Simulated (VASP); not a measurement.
# GaGe3 (P6_3/mmc) in VASP: further runs, part 2 of 2

VASP 6.6.1.

**3. Single point, PBE**

This run uses another cell than the first one, of 19.52 Å³/atom.

Input file INCAR:

```
SYSTEM = GaGe3
PREC = Accurate
ENCUT = 520
EDIFF = 1E-6
ISMEAR = -1
SIGMA = 0.05
LREAL = .False.
LASPH = .True.
NELM = 80
ALGO = Normal
ISIF = 2
LWAVE = .False.
LCHARG = .True.
GGA = PE
LELF = .True.
LVHAR = .True.
NBANDS = 65
```

Input file KPOINTS:

```
regular mesh
0
Gamma
  5 5 5
  0 0 0
```

Input file POSCAR:

```
GaGe3
1.0
    5.9850359054      0.0000000000      0.0000000000
   -2.9925179527      5.1831931366      0.0000000000
    0.0000000000      0.0000000000      5.0349520000
Ge Ga
6 2
Direct
    0.1635615050      0.3271230100      0.2500000000
    0.1635615050      0.8364384950      0.2500000000
    0.6728769900      0.8364384950      0.2500000000
    0.8364384950      0.6728769900      0.7500000000
    0.8364384950      0.1635615050      0.7500000000
    0.3271230100      0.1635615050      0.7500000000
    0.3333333333      0.6666666667      0.7500000000
    0.6666666667      0.3333333333      0.2500000000
```

Potentials or basis: VASP PAW PBE potentials, release 64 (Ge_d, Ga_d).

The run is started by

```bash
$ cat potpaw_PBE.64/Ge_d/POTCAR potpaw_PBE.64/Ga_d/POTCAR > POTCAR
$ mpirun -np 1 vasp_std > vasp.out
```

OUTCAR:

```text
SYSTEM = GaGe3
   PREC = Accurate
   ENCUT = 520
   EDIFF = 1E-6
   ISMEAR = -1
   LREAL = .False.
   LASPH = .True.
   NELM = 80
   ISIF = 2
   GGA = PE

 ion  position               nearest neighbor table
   1  0.164  0.327  0.250-
   2  0.164  0.836  0.250-
   3  0.673  0.836  0.250-
   4  0.836  0.673  0.750-
   5  0.836  0.164  0.750-
   6  0.327  0.164  0.750-
   7  0.333  0.667  0.750-
   8  0.667  0.333  0.250-

  LATTYP: Found a hexagonal cell.
 ALAT       =     5.9850359054
 C/A-ratio  =     0.8412567743

  Lattice vectors:

 A1 = (   5.9850359054,   0.0000000000,   0.0000000000)
 A2 = (  -2.9925179527,   5.1831931366,   0.0000000000)
 A3 = (   0.0000000000,   0.0000000000,   5.0349520000)

Analysis of symmetry for initial positions (statically):
=====================================================================
 Subroutine PRICEL returns:
 Original cell was already a primitive cell.

 Routine SETGRP: Setting up the symmetry group for a
 hexagonal supercell.

 Subroutine GETGRP returns: Found 24 space group operations
 (whereof 12 operations were pure point group operations)
 out of a pool of 24 trial point group operations.

The static configuration has the point symmetry D_3d.
 The point group associated with its full space group is D_6h.

Analysis of symmetry for dynamics (positions and initial velocities):
=====================================================================
 Subroutine PRICEL returns:
 Original cell was already a primitive cell.

 Routine SETGRP: Setting up the symmetry group for a
 hexagonal supercell.

 Subroutine GETGRP returns: Found 24 space group operations
 (whereof 12 operations were pure point group operations)
 out of a pool of 24 trial point group operations.

[... 123 lines left out ...]
     AMIX_MAG =   1.60;   BMIX_MAG =  1.00
  volume/ion in A,a.u.               =      19.52       131.75
  Fermi-wavevector in a.u.,A,eV,Ry     =   1.456529  2.752441 28.864456  2.121478
  Thomas-Fermi vector in A             =   2.573437
   LORBIT       =      0    0 simple, 1 ext, 2 COOP (PROOUT), +10 PAW based schemes
   GGA     = PE    functional components
   LHFCALC =     F    Hartree Fock is set to
   AEXX    =    0.0000 exact exchange contribution
   IVDW    =     0    specifies the selected vdW correction
   LEPSILON=     F    determine dielectric tensor
   LRPA    =     F    only Hartree local field effects (RPA)
 non-spin polarized calculation
  energy-cutoff  :      520.00
  volume of cell :      156.19
 maximum number of plane-waves:      4249
 NGX is ok and might be reduce to    48
   NGX = 23   NGY = 23   NGZ = 19

 number of electron     109.9999949 magnetization

 Free energy of the ion-electron system (eV)
  ---------------------------------------------------
  ext. energy  EPLUGINS =         0.00000000
  ---------------------------------------------------
  free energy    TOTEN  =       -30.79120700 eV

  energy without entropy =      -30.75148968  energy(sigma->0) =      -30.77134834

 E-fermi :   6.1117     XC(G=0): -11.0584

 val. band max:        6.0997190884   @ k =   0.4000   0.0000   0.2000
 cond. band min:       6.1212052588   @ k =   0.4000   0.0000   0.4000
 fundamental gap:      0.0214861705
 Fermi energy:         6.1117204588

 k-point     1 :       0.0000    0.0000    0.0000
  band No.  band energies     occupation
      1     -18.6459      2.00000
      2     -18.6344      2.00000
      3     -18.6344      2.00000
      4     -18.6273      2.00000
      5     -18.6171      2.00000
      6     -18.6096      2.00000
[... 1009 lines left out ...]
     64       9.6839      0.00000
     65      10.0133      0.00000

------------------------ aborting loop because EDIFF is reached ----------------------------------------

  FORCE on cell =-STRESS in cart. coord.  units (eV):
  Direction    XX          YY          ZZ          XY          YZ          ZX
  --------------------------------------------------------------------------------------
  -------------------------------------------------------------------------------------
  Total       -0.8073253     -0.8073253     -0.6967431     -0.0000000      0.0000000      0.0000000
  in kB       -8.2813213     -8.2813213     -7.1470003     -0.0000000      0.0000000      0.0000000
  external PRESSURE =      -7.9032143 kB  Pullay stress =       0.0000000 kB

 VOLUME and BASIS-vectors are now :
 -----------------------------------------------------------------------------
  energy-cutoff  :      520.00
  volume of cell :      156.19
      direct lattice vectors                 reciprocal lattice vectors
     5.985035905  0.000000000  0.000000000     0.167083375  0.096465632  0.000000000
    -2.992517953  5.183193137  0.000000000     0.000000000  0.192931263  0.000000000
     0.000000000  0.000000000  5.034952000     0.000000000  0.000000000  0.198611625

 POSITION                                       TOTAL-FORCE (eV/Angst)
 -----------------------------------------------------------------------------------
     -0.00000      1.69554      1.25874        -0.000000      0.177928     -0.000000
     -1.52414      4.33542      1.25874         0.154091     -0.088964      0.000000
      1.52414      4.33542      1.25874        -0.154091     -0.088964     -0.000000
      2.99252      3.48765      3.77621         0.000000     -0.177928      0.000000
      4.51665      0.84777      3.77621        -0.154091      0.088964      0.000000
      1.46838      0.84777      3.77621         0.154091      0.088964      0.000000
     -0.00000      3.45546      3.77621        -0.000000      0.000000      0.000000
      2.99252      1.72773      1.25874         0.000000     -0.000000      0.000000
 -----------------------------------------------------------------------------------
    total drift:                               -0.000000      0.000000     -0.000000

  FREE ENERGIE OF THE ION-ELECTRON SYSTEM (eV)
  ---------------------------------------------------
  free  energy   TOTEN  =       -30.7912070003 eV

  energy  without entropy=      -30.7514896770  energy(sigma->0) =      -30.77134834
```

Run time: 82 s. Hardware: 1 thread of Intel Xeon 6975P-C (Granite Rapids), shared host; peak memory 0.34 GiB.

What came out:

```
Free energy            : -30.7912 eV
Pressure               : -0.8 GPa
Largest force          : 0.178 eV/Å
Band gap on the k mesh : zero (bands 55 and 56 overlap by 1.15 eV)
```

Forces in eV/Å, atoms in the order of the input:
```
Ge   0.000  0.178  0.000
Ge   0.154 -0.089  0.000
Ge  -0.154 -0.089  0.000
Ge   0.000 -0.178  0.000
Ge  -0.154  0.089  0.000
Ge   0.154  0.089  0.000
Ga   0.000  0.000  0.000
Ga   0.000  0.000  0.000
```

Stress tensor (GPa, compression positive):
```
-0.83  0.00  0.00
 0.00 -0.83  0.00
 0.00  0.00 -0.71
```

Levels at points of the mesh, in eV from the Fermi level:
```
           k point  band 53  band 54  band 55  band 56  band 57  band 58
(0.00, 0.00, 0.00)    -1.25    -1.25    -1.01    -0.80    -0.80     0.53
```

The gap in the log of VASP goes by the Fermi energy; the results here count the filled bands.